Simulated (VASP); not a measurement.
**TiCo3: single point with PBEsol**

TiCo3:

```
Ti Co
1.0
     3.60000    0.00000    0.00000
     0.00000    3.60000    0.00000
     0.00000    0.00000    3.60000
Ti Co
1 3
Direct
  0.00000 0.00000 0.00000
  0.00000 0.50000 0.50000
  0.50000 0.00000 0.50000
  0.50000 0.50000 0.00000
```

| Item | Value |
| --- | --- |
| Program | VASP 6.6.1 |
| Task | single point |
| Functional | PBEsol |
| Potentials or basis | VASP PAW PBE potentials, release 64 (Ti_sv, Co) |
| Cutoff | 520 eV |
| k mesh | 12 × 12 × 12 |
| Occupations | gaussian, width 0.15 eV |
| Spin | collinear spin, ferromagnetic start |
| Starting moments | [1.0, 2.2, 2.2, 2.2] μB |
| Fixed moment | 7.6 μB |

- Pressure: 16.2 GPa
- Net moment: 7.60 μB per cell
- Site moments: Ti +0.83; Co +2.13 μB
- Valence electrons inside the program's atomic spheres: Ti 10.51; Co 8.26

Run time: 3.3 min on 1 thread of Intel(R) Xeon(R) Platinum 8488C (Sapphire Rapids), on a shared host, peak memory 0.3 GiB.

Caveat: the cell stands under pressure; the PAW data sets were made with another functional, which shifts forces and pressure a little; the total moment is fixed, so each spin has its own Fermi level.
